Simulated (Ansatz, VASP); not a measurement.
## Hf3SnS4: VASP beside Ansatz

```
CELL_PARAMETERS angstrom
3.65000 0.00000 0.00000
-1.82500 3.16099 0.00000
0.00000 0.00000 15.40000
ATOMIC_POSITIONS crystal
Hf 0.66667 0.33333 0.00000
Hf 0.33333 0.66667 0.37700
Hf 0.33333 0.66667 0.62300
Sn 0.00000 0.00000 0.50000
S 0.00000 0.00000 0.90600
S 0.33333 0.66667 0.09400
S 0.66667 0.33333 0.28200
S 0.66667 0.33333 0.71800
```

Alike in both runs: task relaxation of cell and atoms; functional PBE; k mesh 4 × 4 × 1; occupations gaussian, width 0.15 eV; no spin polarisation.

|  | VASP | Ansatz |
| --- | --- | --- |
| version | VASP 6.6.1 | Ansatz 0.2.0 |
| potentials or method | VASP PAW PBE potentials, release 64 (Hf_pv, Sn_d, S), cutoff 600 eV | scalar-relativistic, plane waves, PAW |
| valence electrons in the cell | 68 | 116 |

Ansatz gave:

| Property | Result |
| --- | --- |
| gap on the k mesh at the Fermi level, each at its own relaxed structure (eV) | none |
| relaxed volume (Å³/atom) | 24.15 |
| relaxed cell length with the largest relative difference (Å) | 17.416 |

Problem. Which values does VASP return?

Solution. gap on the k mesh at the Fermi level, each at its own relaxed structure (eV): none; relaxed volume (Å³/atom): 23.83; relaxed cell length with the largest relative difference (Å): 17.185.

A gap of «none» marks a metal or a gap that the smearing closes. VASP's potentials hold 68 valence electrons a cell and Ansatz's 116, so a difference there can come from the potentials and not from the codes.

The k mesh is coarse, so the values compare programs but aren't converged. Neither program's run includes spin-orbit coupling.
